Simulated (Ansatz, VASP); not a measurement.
## Pd: VASP beside Ansatz

```
Pd
1.0
     2.77251    0.00000    0.00000
    -1.38625    2.40106    0.00000
     0.00000    0.00000    9.13665
Pd
4
Direct
  0.00000 0.00000 0.00000
  0.00000 0.00000 0.50000
  0.33333 0.66667 0.25000
  0.66667 0.33333 0.75000
```

Alike in both runs: task single point; functional RPBE; k mesh 14 × 14 × 4; occupations fermi-dirac, width 0.1 eV; no spin polarisation.

|  | VASP | Ansatz |
| --- | --- | --- |
| version | VASP 6.6.1 | Ansatz 0.2.0 |
| potentials or method | VASP PAW PBE potentials, release 64 (Pd), cutoff 520 eV | plane waves (420 eV) with PAW, scalar-relativistic |
| valence electrons in the cell | 40 | 72 |

|  | VASP | Ansatz | Ansatz less VASP |
| --- | --- | --- | --- |
| pressure (GPa) | 6.4 | 6.6 | +0.26 |
| traceless stress, the component that is largest in VASP (GPa) | -0.44 | -0.43 | +0.009 |

VASP's potentials were made for PBE, not for RPBE. With one functional, cell and mesh, what is left measures potentials, basis and numerics. VASP's potentials hold 40 valence electrons a cell and Ansatz's 72, so a difference there can come from the potentials and not from the codes.
